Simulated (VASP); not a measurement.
Crystal: Ag2IBr.

```xyz
4
Lattice="4.2408 0.0000 0.0000 0.0000 4.2408 0.0000 0.0000 0.0000 5.9056" Properties=species:S:1:pos:R:3 pbc="T T T"
Br    0.0000    0.0000    0.0000
Ag    0.0000    0.0000    2.9528
Ag    2.1204    2.1204    0.0000
I     2.1204    2.1204    2.9528
```

Base run:

```yaml
Program: VASP 6.6.1
Functional: r2SCAN
Potentials_or_basis: VASP PAW PBE potentials, release 64 (Br, Ag, I)
Cutoff: 520 eV
k_mesh: 6 × 6 × 4
Occupations: gaussian, width 0.01 eV
Spin: no spin polarisation
```

Its results: band gap on the k mesh 1.03 eV (least direct gap 2.94 eV); pressure -0.1 GPa.

Question: The run is repeated on the same cell with these changes: functional from r2SCAN to PBE. What comes out?

Answer: Band gap on the k mesh 0.53 eV (least direct gap 2.33 eV); pressure 0.8 GPa.

Caveats: spin-orbit coupling is left out, which moves the levels of the heavy elements; the PAW data sets were made with another functional, which shifts forces and pressure a little (at least some runs).

A k mesh can miss the band edges.
